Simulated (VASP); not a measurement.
# PbS (R-3m) in VASP: a series of runs

PbS is run at these levels: LDA; tasks: single point.

Everything below comes from runs of VASP 6.6.1. Logs are shortened: lines on timing, memory, paths and dates and some standing lists are left out, and cuts for length are marked.

### 1 The cell of the first run

The structure is trigonal, space group R-3m (No. 166). Conventional cell: a = 4.235 Å, b = 4.235 Å, c = 10.066 Å, α = 90.00°, β = 90.00°, γ = 120.00°. Within 3.9 Å of Pb (site symmetry -3m) lie 6 S at 2.97 Å. Within 3.9 Å of S (site symmetry -3m) lie 6 Pb at 2.97 Å.

### 2 Single point, LDA (equal xy, yz and zx shear strains of -2 %)

File INCAR:

```
PREC = Accurate
ENCUT = 520
EDIFF = 1E-7
ISMEAR = -1
SIGMA = 0.01
LREAL = F
LASPH = T
NELM = 60
ALGO = Normal
ISIF = 2
LWAVE = F
LCHARG = F
GGA = CA
NBANDS = 17
```

File KPOINTS:

```
Automatic mesh
0
Gamma
  7 7 7
```

File POSCAR:

```
PbS
1.0
   -0.0593000000      2.9353500000      2.9353500000
    2.9353500000     -0.0593000000      2.9353500000
    2.9353500000      2.9353500000     -0.0593000000
Pb S
1 1
Direct
    0.0000000000      0.0000000000      0.0000000000
    0.5000000000      0.5000000000      0.5000000000
```

Potentials or basis: VASP PAW LDA potentials, release 64 (Pb_d, S).

Launch:

```console
$ cat potpaw_LDA.64/Pb_d/POTCAR potpaw_LDA.64/S/POTCAR > POTCAR
$ mpirun -np 1 vasp_std > vasp.out
```

OUTCAR:

```text
PREC = Accurate
   ENCUT = 520
   EDIFF = 1E-7
   ISMEAR = -1
   LREAL = F
   LASPH = T
   NELM = 60
   ISIF = 2
   GGA = CA

 ion  position               nearest neighbor table
   1  0.000  0.000  0.000-   2 2.97   2 2.97   2 2.97   2 2.97   2 2.97   2 2.97
   2  0.500  0.500  0.500-   1 2.97   1 2.97   1 2.97   1 2.97   1 2.97   1 2.97

  LATTYP: Found a trigonal (rhomboedric) cell.
 ALAT       =     4.1516353085
 COS(alpha) =     0.4797000918

  Lattice vectors:

 A1 = (  -0.0593000000,   2.9353500000,   2.9353500000)
 A2 = (   2.9353500000,  -0.0593000000,   2.9353500000)
 A3 = (   2.9353500000,   2.9353500000,  -0.0593000000)

Analysis of symmetry for initial positions (statically):
=====================================================================
 Subroutine PRICEL returns:
 Original cell was already a primitive cell.

 Routine SETGRP: Setting up the symmetry group for a
 trigonal (rhombohedral) supercell.

 Subroutine GETGRP returns: Found 12 space group operations
 (whereof 12 operations were pure point group operations)
 out of a pool of 12 trial point group operations.

The static configuration has the point symmetry D_3d.

Analysis of symmetry for dynamics (positions and initial velocities):
=====================================================================
 Subroutine PRICEL returns:
 Original cell was already a primitive cell.

 Routine SETGRP: Setting up the symmetry group for a
 trigonal (rhombohedral) supercell.

 Subroutine GETGRP returns: Found 12 space group operations
 (whereof 12 operations were pure point group operations)
 out of a pool of 12 trial point group operations.

The dynamic configuration has the point symmetry D_3d.

 Subroutine INISYM returns: Found 12 space group operations
 (whereof 12 operations are pure point group operations),
 and found     1 'primitive' translations

----------------------------------------------------------------------------------------

                                     Primitive cell

  volume of cell :      52.1162

  direct lattice vectors                    reciprocal lattice vectors
    -0.059300000  2.935350000  2.935350000    -0.165260701  0.168668138  0.168668138
     2.935350000 -0.059300000  2.935350000     0.168668138 -0.165260701  0.168668138
     2.935350000  2.935350000 -0.059300000     0.168668138  0.168668138 -0.165260701

  length of vectors
     4.151635309  4.151635309  4.151635309     0.290187838  0.290187838  0.290187838

  position of ions in fractional coordinates (direct lattice)
     0.000000000  0.000000000  0.000000000
     0.500000000  0.500000000  0.500000000

  ion indices of the primitive-cell ions
   primitive index   ion index
                 1           1
                 2           2

----------------------------------------------------------------------------------------

 KPOINTS: Automatic mesh

Automatic generation of k-mesh.
 Grid dimensions read from file:
 generate k-points for:    7    7    7

 Generating k-lattice:

  Cartesian coordinates                     Fractional coordinates (reciprocal lattice)
    -0.023608672  0.024095448  0.024095448     0.142857143  0.000000000  0.000000000
     0.024095448 -0.023608672  0.024095448     0.000000000  0.142857143  0.000000000
     0.024095448  0.024095448 -0.023608672     0.000000000  0.000000000  0.142857143

  Length of vectors
     0.041455405  0.041455405  0.041455405

  Shift w.r.t. Gamma in fractional coordinates (k-lattice)
     0.000000000  0.000000000  0.000000000

 Subroutine IBZKPT returns following result:
 ===========================================

 Found     44 irreducible k-points:

 Following reciprocal coordinates:
            Coordinates               Weight
  0.000000  0.000000  0.000000      1.000000
  0.142857  0.000000  0.000000      6.000000
  0.285714  0.000000  0.000000      6.000000
  0.428571 -0.000000 -0.000000      6.000000
  0.142857  0.142857 -0.000000      6.000000
  0.285714  0.142857 -0.000000     12.000000
[... 16 lines left out ...]
  0.285714  0.285714  0.142857      6.000000
  0.428571  0.285714  0.142857     12.000000
 [... further k-points ...]
   k-points           NKPTS =     44   k-points in BZ     NKDIM =     44   number of bands    NBANDS=     17
   number of dos      NEDOS =    301   number of ions     NIONS =      2
   total plane-waves  NPLWV =  32768
   dimension x,y,z NGX =    32 NGY =   32 NGZ =   32
   dimension x,y,z NGXF=    64 NGYF=   64 NGZF=   64
   ions per type =               1   1
   NGX,Y,Z   is equivalent  to a cutoff of  12.81, 12.81, 12.81 a.u.
   NGXF,Y,Z  is equivalent  to a cutoff of  25.63, 25.63, 25.63 a.u.
 SYSTEM =  unknown system
   PREC   = accura    normal or accurate (medium, high low for compatibility)
   ISTART =      0    job   : 0-new  1-cont  2-samecut
   ICHARG =      2    charge: 1-file 2-atom 10-const
   ISPIN  =      1    spin polarized calculation?
   LNONCOLLINEAR =      F non collinear calculations
   LSORBIT =      F    spin-orbit coupling
   LASPH  =      T    aspherical Exc in radial PAW
   ENCUT  =  520.0 eV  38.22 Ry    6.18 a.u.   7.72  7.72  7.72*2*pi/ulx,y,z
   NELM   =     60;   NELMIN=  2; NELMDL= -5     # of ELM steps
   EDIFF  = 0.1E-06   stopping-criterion for ELM
   LREAL  =      F    real-space projection
   EDIFFG = 0.1E-05   stopping-criterion for IOM
   NSW    =      0    number of steps for IOM
   IBRION =     -1    ionic relax: 0-MD 1-quasi-New 2-CG
   NFREE  =      0    steps in history (QN), initial steepest desc. (CG)
   ISIF   =      2    stress and relaxation
   ISYM   =      2    0-nonsym 1-usesym 2-fastsym
   POTIM  = 0.5000    time-step for ionic-motion
   TEBEG  =    0.0;   TEEND  =   0.0 temperature during run
   PSTRESS=    0.0 pullay stress
   NELECT =      20.0000    total number of electrons
   NUPDOWN=      -1.0000    fix difference up-down
   EMIN   =  10.00;   EMAX   =-10.00  energy-range for DOS
   EFERMI =   0.00;   METHOD = LEGACY
   ISMEAR =    -1;   SIGMA  =   0.01  broadening in eV -4-tet -1-fermi 0-gaus
   EFERMI_NEDOS =   21; number of points for ismear=-14 and -15
   IALGO  =     38    algorithm
   IMIX   =      4    mixing-type and parameters
     AMIX     =   0.40;   BMIX     =  1.00
     AMIX_MAG =   1.60;   BMIX_MAG =  1.00
  volume/ion in A,a.u.               =      26.06       175.85
  Fermi-wavevector in a.u.,A,eV,Ry     =   1.189672  2.248154 19.256586  1.415319
  Thomas-Fermi vector in A             =   2.325774
   LORBIT       =      0    0 simple, 1 ext, 2 COOP (PROOUT), +10 PAW based schemes
   GGA     = CA    functional components
   LHFCALC =     F    Hartree Fock is set to
   AEXX    =    0.0000 exact exchange contribution
   IVDW    =     0    specifies the selected vdW correction
   LEPSILON=     F    determine dielectric tensor
   LRPA    =     F    only Hartree local field effects (RPA)
 non-spin polarized calculation
  energy-cutoff  :      520.00
  volume of cell :       52.12
 maximum number of plane-waves:      1416
   NGX = 15   NGY = 15   NGZ = 15

 number of electron      20.0000001 magnetization

 Free energy of the ion-electron system (eV)
  ---------------------------------------------------
  ext. energy  EPLUGINS =         0.00000000
  ---------------------------------------------------
  free energy    TOTEN  =        -9.98147543 eV

  energy without entropy =       -9.98147543  energy(sigma->0) =       -9.98147543

 E-fermi :   5.5741     XC(G=0): -10.0353

 val. band max:        5.3411761146   @ k =   0.4286  -0.0000  -0.0000
 cond. band min:       6.0341649180   @ k =   0.4286   0.4286   0.4286
 fundamental gap:      0.6929888034
 Fermi energy:         5.5740644661

 k-point     1 :       0.0000    0.0000    0.0000
  band No.  band energies     occupation
      1     -11.1752      2.00000
      2     -11.1752      2.00000
      3     -11.1729      2.00000
      4     -11.1587      2.00000
      5     -11.1587      2.00000
      6      -7.9707      2.00000
[... 9 lines left out ...]
     16      12.5316      0.00000
     17      14.0619      0.00000

 k-point     2 :       0.1429    0.0000    0.0000
  band No.  band energies     occupation
      1     -11.1782      2.00000
      2     -11.1753      2.00000
      3     -11.1663      2.00000
      4     -11.1603      2.00000
      5     -11.1538      2.00000
      6      -7.7952      2.00000
[... 9 lines left out ...]
     16      12.9418      0.00000
     17      15.5184      0.00000

 k-point     3 :       0.2857    0.0000    0.0000
  band No.  band energies     occupation
      1     -11.1901      2.00000
      2     -11.1823      2.00000
      3     -11.1660      2.00000
      4     -11.1432      2.00000
      5     -11.1377      2.00000
      6      -7.3198      2.00000
[... 9 lines left out ...]
     16      14.0282      0.00000
     17      17.6764      0.00000

 k-point     4 :       0.4286   -0.0000   -0.0000
  band No.  band energies     occupation
      1     -11.2005      2.00000
      2     -11.1905      2.00000
      3     -11.1663      2.00000
      4     -11.1269      2.00000
      5     -11.1237      2.00000
      6      -6.7897      2.00000
[... 9 lines left out ...]
     16      15.4318      0.00000
     17      16.5706      0.00000
[... 343 lines left out ...]
      1     -11.1992      2.00000
      2     -11.1749      2.00000
      3     -11.1713      2.00000
      4     -11.1503      2.00000
      5     -11.1343      2.00000
      6      -7.3506      2.00000
[... 9 lines left out ...]
     16      14.4804      0.00000
     17      16.4327      0.00000

 k-point    23 :       0.2857    0.2857    0.1429
  band No.  band energies     occupation
      1     -11.1998      2.00000
      2     -11.1781      2.00000
      3     -11.1619      2.00000
      4     -11.1486      2.00000
      5     -11.1396      2.00000
      6      -7.3296      2.00000
[... 9 lines left out ...]
     16      14.5673      0.00000
     17      16.6358      0.00000

 k-point    24 :       0.4286    0.2857    0.1429
  band No.  band energies     occupation
      1     -11.2253      2.00000
      2     -11.1765      2.00000
      3     -11.1652      2.00000
      4     -11.1341      2.00000
      5     -11.1308      2.00000
      6      -6.8977      2.00000
[... 9 lines left out ...]
     16      15.9115      0.00000
     17      16.3848      0.00000

 [... further k-points ...]
[... 5 lines left out ...]
  --------------------------------------------------------------------------------------
  -------------------------------------------------------------------------------------
  Total       -0.8361617     -0.8361617     -0.8361617      0.1310318      0.1310318      0.1310318
  in kB      -25.7056117    -25.7056117    -25.7056117      4.0282310      4.0282310      4.0282310
  external PRESSURE =     -25.7056117 kB  Pullay stress =       0.0000000 kB

 VOLUME and BASIS-vectors are now :
 -----------------------------------------------------------------------------
  energy-cutoff  :      520.00
  volume of cell :       52.12
      direct lattice vectors                 reciprocal lattice vectors
    -0.059300000  2.935350000  2.935350000    -0.165260701  0.168668138  0.168668138
     2.935350000 -0.059300000  2.935350000     0.168668138 -0.165260701  0.168668138
     2.935350000  2.935350000 -0.059300000     0.168668138  0.168668138 -0.165260701

 POSITION                                       TOTAL-FORCE (eV/Angst)
 -----------------------------------------------------------------------------------
      0.00000      0.00000      0.00000        -0.000000      0.000000      0.000000
      2.90570      2.90570      2.90570         0.000000     -0.000000     -0.000000
 -----------------------------------------------------------------------------------
    total drift:                                0.000000     -0.000000     -0.000000

  FREE ENERGIE OF THE ION-ELECTRON SYSTEM (eV)
  ---------------------------------------------------
  free  energy   TOTEN  =        -9.9814754350 eV

  energy  without entropy=       -9.9814754350  energy(sigma->0) =       -9.98147543
```

Wall time 33 s (1 thread of AMD EPYC 7R43 (Zen 3), shared host); peak memory 0.14 GiB.

What came out:

```yaml
Free_energy: -9.9815 eV
Pressure: -2.6 GPa
Band_gap_on_the_k_mesh: 0.69 eV, indirect (least direct gap 0.83 eV)
```

Stress tensor (GPa, compression positive):
```
-2.57  0.40  0.40
 0.40 -2.57  0.40
 0.40  0.40 -2.57
```

Caveat: the cell differs from its parent crystal (equal xy, yz and zx shear strains of -2 %); spin-orbit coupling is left out, which moves the levels of the heavy elements. A k mesh can miss the band edges.

### 3 Single point, LDA (equal xy, yz and zx shear strains of -1 %)

File INCAR:

```
PREC = Accurate
ENCUT = 520
EDIFF = 1E-6
ISMEAR = -1
SIGMA = 0.01
LREAL = F
LASPH = T
NELM = 80
ALGO = Normal
ISIF = 2
LWAVE = F
LCHARG = F
GGA = CA
NBANDS = 17
```

File KPOINTS:

```
regular mesh
0
Gamma
  7 7 7
```

File POSCAR:

```
PbS
1.0
   -0.0296500000      2.9501750000      2.9501750000
    2.9501750000     -0.0296500000      2.9501750000
    2.9501750000      2.9501750000     -0.0296500000
Pb S
1 1
Direct
    0.0000000000      0.0000000000      0.0000000000
    0.5000000000      0.5000000000      0.5000000000
```

Potentials or basis: VASP PAW LDA potentials, release 64 (Pb_d, S).

Launch:

```console
$ cat potpaw_LDA.64/Pb_d/POTCAR potpaw_LDA.64/S/POTCAR > POTCAR
$ mpirun -np 1 vasp_std > vasp.out
```

Run time: 34 s. Hardware: 1 thread of AMD EPYC 7R43 (Zen 3), shared host; peak memory 0.14 GiB.

The run converged. Its results:

| Property | Result |
| --- | --- |
| Free energy | -9.9843 eV |
| Pressure | -2.6 GPa |
| Band gap on the k mesh | 0.78 eV, indirect (least direct gap 0.85 eV) |

Stress tensor (GPa, compression positive):
```
-2.58  0.21  0.21
 0.21 -2.58  0.21
 0.21  0.21 -2.58
```

Levels at points of the mesh, in eV from the valence-band top:
| k point | band 7 | band 8 | band 9 | band 10 | band 11 | band 12 | band 13 | band 14 |
| --- | --- | --- | --- | --- | --- | --- | --- | --- |
| (0.00, 0.00, 0.00) | -5.80 | -1.92 | -1.92 | -1.81 | 5.35 | 5.36 | 5.36 | 6.86 |

Caveat: the cell differs from its parent crystal (equal xy, yz and zx shear strains of -1 %); spin-orbit coupling is left out, which moves the levels of the heavy elements.

(Part 1 of 2 ends here.)
